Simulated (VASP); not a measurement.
# Cu: single point with PBE

Crystal: Cu.

```xyz
16
Lattice="-3.6475 3.6475 3.6475 3.6475 -3.6475 3.6475 3.6475 3.6475 -3.6475" Properties=species:S:1:pos:R:3 pbc="T T T"
Cu    0.0000    0.0000    0.0000
Cu    3.6475    1.8237   -1.8237
Cu    3.6475    0.0000    0.0000
Cu    3.6475   -1.8237    1.8237
Cu    1.8237    3.6475   -1.8237
Cu    1.8237    1.8237    0.0000
Cu    1.8237    0.0000    1.8237
Cu    1.8237   -1.8237    3.6475
Cu    0.0000    3.6475    0.0000
Cu    0.0000    1.8237    1.8237
Cu    0.0000    0.0000    3.6475
Cu    3.6475    1.8237    1.8237
Cu   -1.8237    3.6475    1.8237
Cu   -1.8237    1.8237    3.6475
Cu    1.8237    3.6475    1.8237
Cu    1.8237    1.8237    3.6475
```

```yaml
Program: VASP 6.6.1
Task: single point
Functional: PBE
Potentials_or_basis: VASP PAW PBE potentials, release 64 (Cu)
Cutoff: 520 eV
k_mesh: 4 × 4 × 4
Occupations: fermi-dirac, width 0.5 eV
Spin: no spin polarisation
Dipole_correction: no
Further_INCAR_settings: LREAL = Auto; ALGO = Normal; EDIFF = 1e-07; NBANDS = 102
```

* Pressure: 0.6 GPa
* Band gap on the k mesh: zero (bands 88 and 89 overlap by 1.79 eV)

Levels at points of the mesh, in eV from the Fermi level:
```
           k point  band 85  band 86  band 87  band 88  band 89  band 90  band 91  band 92  band 93  band 94
(0.00, 0.00, 0.00)    -0.59    -0.59    -0.59    -0.59    -0.59    -0.59    -0.59    -0.59    -0.59     1.33
(0.50, 0.00, 0.00)    -1.83    -1.83    -0.03    -0.03    -0.03    -0.03     1.87     1.87     1.87     1.87
(0.50, 0.50, 0.50)    -1.77    -1.77    -1.11    -1.11    -1.11    -1.11     3.39     3.39     3.39     3.39
```

Run time: 3.5 min on 1 thread of Intel(R) Xeon(R) 6975P-C (Granite Rapids) (shared host), peak memory 0.37 GiB.

Caveat: so wide a smearing shifts energies and pressures.
